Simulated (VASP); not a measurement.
# CdS (R3m) in VASP: notebook, part 2 of 2

VASP 6.6.1.

### Step 3. Single point, r2SCAN, non-collinear spin, zero start, spin-orbit coupling (epitaxial 111 strain -3.0%)

POSCAR reads:

```
CdS
1.0
    0.1123717518      2.9634101495      2.9634101495
    2.9634101495      0.1123717518      2.9634101495
    2.9634101495      2.9634101495      0.1123717518
Cd S
1 1
Direct
    0.0043133916      0.0043133916      0.0043133916
    0.2456866084      0.2456866084      0.2456866084
```

INCAR.step1 reads:

```
  PREC = Accurate
  ENCUT = 520
  ISMEAR = -1
  SIGMA = 0.02
  LREAL = F
  LASPH = T
  NELM = 150
  LNONCOLLINEAR = T
  MAGMOM = 0 0 0 0 0 0
  LSORBIT = T
  GGA_COMPAT = F
  NBANDS = 30
  GGA = PE
  ALGO = Normal
  EDIFF = 1E-4
  LWAVE = T
  LCHARG = F
```

INCAR.step2 reads:

```
  PREC = Accurate
  ENCUT = 520
  EDIFF = 1E-7
  ISMEAR = -1
  SIGMA = 0.02
  LREAL = F
  LASPH = T
  NELM = 150
  ALGO = Normal
  ISIF = 2
  LWAVE = F
  LCHARG = F
  LNONCOLLINEAR = T
  MAGMOM = 0 0 0 0 0 0
  LORBIT = 11
  LSORBIT = T
  GGA_COMPAT = F
  LORBMOM = T
  METAGGA = R2SCAN
  LMIXTAU = T
  NBANDS = 30
  ISTART = 1
```

KPOINTS reads:

```
regular mesh
0
Gamma
  8 8 8
```

Potentials or basis: VASP PAW PBE potentials, release 64 (Cd, S).

Started as:

```sh
> cat potpaw_PBE.64/Cd/POTCAR potpaw_PBE.64/S/POTCAR > POTCAR
> cp INCAR.step1 INCAR
> mpirun -np 1 vasp_ncl > vasp.out
> cp INCAR.step2 INCAR
> mpirun -np 1 vasp_ncl > vasp.out
```

OUTCAR:

```text
PREC = Accurate
   ENCUT = 520
   EDIFF = 1E-7
   ISMEAR = -1
   LREAL = F
   LASPH = T
   NELM = 150
   ISIF = 2
   LNONCOLLINEAR = T
   LORBIT = 11
   LSORBIT = T
   METAGGA = R2SCAN
   ISTART = 1

 ion  position               nearest neighbor table
   1  0.004  0.004  0.004-   2 2.52   2 2.52   2 2.52   2 2.52
   2  0.246  0.246  0.246-   1 2.52   1 2.52   1 2.52   1 2.52

  LATTYP: Found a trigonal (rhomboedric) cell.
 ALAT       =     4.1924010828
 COS(alpha) =     0.5375332818

  Lattice vectors:

 A1 = (   0.1123717518,   2.9634101495,   2.9634101495)
 A2 = (   2.9634101495,   0.1123717518,   2.9634101495)
 A3 = (   2.9634101495,   2.9634101495,   0.1123717518)

Analysis of symmetry for initial positions (statically):
=====================================================================
 Subroutine PRICEL returns:
 Original cell was already a primitive cell.

 Routine SETGRP: Setting up the symmetry group for a
 trigonal (rhombohedral) supercell.

 Subroutine GETGRP returns: Found  6 space group operations
 (whereof  6 operations were pure point group operations)
 out of a pool of 12 trial point group operations.

The static configuration has the point symmetry C_3v.

Analysis of symmetry for dynamics (positions and initial velocities):
=====================================================================
 Subroutine PRICEL returns:
 Original cell was already a primitive cell.

 Routine SETGRP: Setting up the symmetry group for a
 trigonal (rhombohedral) supercell.

 Subroutine GETGRP returns: Found  6 space group operations
 (whereof  6 operations were pure point group operations)
 out of a pool of 12 trial point group operations.

The dynamic configuration has the point symmetry C_3v.

Analysis of structural, dynamic, and magnetic symmetry:
=====================================================================
 Subroutine PRICEL returns:
 Original cell was already a primitive cell.

 Routine SETGRP: Setting up the symmetry group for a
 trigonal (rhombohedral) supercell.

 Subroutine GETGRP returns: Found  6 space group operations
 (whereof  6 operations were pure point group operations)
 out of a pool of 12 trial point group operations.

The overall configuration has the point symmetry C_3v.

 Subroutine INISYM returns: Found  6 space group operations
 (whereof  6 operations are pure point group operations),
 and found     1 'primitive' translations

----------------------------------------------------------------------------------------

                                     Primitive cell

  volume of cell :      49.0891

  direct lattice vectors                    reciprocal lattice vectors
     0.112371752  2.963410150  2.963410150    -0.178637910  0.172111487  0.172111487
     2.963410150  0.112371752  2.963410150     0.172111487 -0.178637910  0.172111487
     2.963410150  2.963410150  0.112371752     0.172111487  0.172111487 -0.178637910

[... 933 lines left out ...]

  FORCE on cell =-STRESS in cart. coord.  units (eV):
  Direction    XX          YY          ZZ          XY          YZ          ZX
  --------------------------------------------------------------------------------------
  -------------------------------------------------------------------------------------
  Total        0.7136810      0.7136810      0.7136810     -0.3098020     -0.3098020     -0.3098020
  in kB       23.2932299     23.2932299     23.2932299    -10.1113671    -10.1113671    -10.1113671
  external PRESSURE =      23.2932299 kB  Pullay stress =       0.0000000 kB

 VOLUME and BASIS-vectors are now :
 -----------------------------------------------------------------------------
  energy-cutoff  :      520.00
  volume of cell :       49.09
      direct lattice vectors                 reciprocal lattice vectors
     0.112371752  2.963410150  2.963410150    -0.178637910  0.172111487  0.172111487
     2.963410150  0.112371752  2.963410150     0.172111487 -0.178637910  0.172111487
     2.963410150  2.963410150  0.112371752     0.172111487  0.172111487 -0.178637910

 POSITION                                       TOTAL-FORCE (eV/Angst)
 -----------------------------------------------------------------------------------
      0.02605      0.02605      0.02605         0.003190      0.003190      0.003190
      1.48375      1.48375      1.48375        -0.003190     -0.003190     -0.003190
 -----------------------------------------------------------------------------------
    total drift:                               -0.000278     -0.000278     -0.000278

  FREE ENERGIE OF THE ION-ELECTRON SYSTEM (eV)
  ---------------------------------------------------
  free  energy   TOTEN  =       -29.6822718592 eV

  energy  without entropy=      -29.6822718592  energy(sigma->0) =      -29.68227186

 orbital moment (x)

 # of ion     p       d       tot
 ----------------------------------------
  1        -0.000  -0.000  -0.000
  2        -0.000   0.000  -0.000
 ----------------------------------------
           -0.000  -0.000  -0.000

 orbital moment (y)

 # of ion     p       d       tot
 ----------------------------------------
  1         0.000   0.000   0.000
  2         0.000   0.000   0.000
 ----------------------------------------
            0.000   0.000   0.000

 orbital moment (z)

 # of ion     p       d       tot
 ----------------------------------------
  1         0.000   0.000   0.000
  2         0.000   0.000   0.000
 ----------------------------------------
            0.000   0.000   0.000

 Spin-Orbit-Coupling matrix elements

 Ion:    1  E_soc:     -0.0546662
 l=   1
     0.0000000    -0.0022795    -0.0022795
    -0.0022795     0.0000000    -0.0022795
    -0.0022795    -0.0022795     0.0000000
 l=   2
     0.0000000    -0.0013975     0.0000000    -0.0013975    -0.0054340
    -0.0013975     0.0000000    -0.0040755    -0.0013975    -0.0013585
     0.0000000    -0.0040755     0.0000000    -0.0040755     0.0000000
    -0.0013975    -0.0013975    -0.0040755     0.0000000    -0.0013585
    -0.0054340    -0.0013585     0.0000000    -0.0013585     0.0000000
 l=   3
     0.0000000     0.0000000     0.0000000     0.0000000     0.0000000     0.0000000     0.0000000
     0.0000000     0.0000000     0.0000000     0.0000000     0.0000000     0.0000000     0.0000000
     0.0000000     0.0000000     0.0000000     0.0000000     0.0000000     0.0000000     0.0000000
     0.0000000     0.0000000     0.0000000     0.0000000     0.0000000     0.0000000     0.0000000
     0.0000000     0.0000000     0.0000000     0.0000000     0.0000000     0.0000000     0.0000000
     0.0000000     0.0000000     0.0000000     0.0000000     0.0000000     0.0000000     0.0000000
     0.0000000     0.0000000     0.0000000     0.0000000     0.0000000     0.0000000     0.0000000

 Ion:    2  E_soc:     -0.0019562
 l=   1
     0.0000000    -0.0003260    -0.0003260
    -0.0003260     0.0000000    -0.0003260
    -0.0003260    -0.0003260     0.0000000
 l=   2
     0.0000000     0.0000000     0.0000000     0.0000000     0.0000000
     0.0000000     0.0000000     0.0000000     0.0000000     0.0000000
     0.0000000     0.0000000     0.0000000     0.0000000     0.0000000
     0.0000000     0.0000000     0.0000000     0.0000000     0.0000000
     0.0000000     0.0000000     0.0000000     0.0000000     0.0000000
 l=   3
     0.0000000     0.0000000     0.0000000     0.0000000     0.0000000     0.0000000     0.0000000
     0.0000000     0.0000000     0.0000000     0.0000000     0.0000000     0.0000000     0.0000000
     0.0000000     0.0000000     0.0000000     0.0000000     0.0000000     0.0000000     0.0000000
     0.0000000     0.0000000     0.0000000     0.0000000     0.0000000     0.0000000     0.0000000
     0.0000000     0.0000000     0.0000000     0.0000000     0.0000000     0.0000000     0.0000000
     0.0000000     0.0000000     0.0000000     0.0000000     0.0000000     0.0000000     0.0000000
     0.0000000     0.0000000     0.0000000     0.0000000     0.0000000     0.0000000     0.0000000

 total charge

# of ion       s       p       d       tot
------------------------------------------
    1        0.408   0.326   9.581  10.316
    2        1.311   2.436   0.000   3.747
--------------------------------------------------
tot          1.719   2.762   9.581  14.063

 magnetization (x)

# of ion       s       p       d       tot
------------------------------------------
    1       -0.000   0.000   0.000  -0.000
    2        0.000   0.000   0.000   0.000
--------------------------------------------------
tot          0.000   0.000   0.000   0.000

 magnetization (y)

# of ion       s       p       d       tot
------------------------------------------
    1        0.000  -0.000   0.000   0.000
    2       -0.000   0.000   0.000  -0.000
--------------------------------------------------
tot          0.000  -0.000   0.000   0.000

 magnetization (z)

# of ion       s       p       d       tot
------------------------------------------
    1        0.000   0.000   0.000   0.000
    2        0.000   0.000   0.000   0.000
--------------------------------------------------
tot          0.000   0.000   0.000   0.000
```

It took 16 min on 1 thread of Intel Xeon Platinum 8488C (Sapphire Rapids), shared host; peak memory 0.52 GiB.

What came out:

```
Free energy                                           : -29.6823 eV
Pressure                                              : 2.3 GPa
Largest force                                         : 0.006 eV/Å
Net moment                                            : 0.00 μB per cell
Valence electrons inside the program's atomic spheres : Cd 10.32; S 3.75
```

Forces in eV/Å, atoms in the order of the input:
```
Cd   0.003  0.003  0.003
S   -0.003 -0.003 -0.003
```

Moments on the atoms (μB; x, y, z):
```
Cd  0.00 0.00 0.00
S   0.00 0.00 0.00
```

Caveat: the cell differs from its parent crystal (epitaxial 111 strain -3.0%); the PAW data sets were made with another functional, which shifts forces and pressure a little.
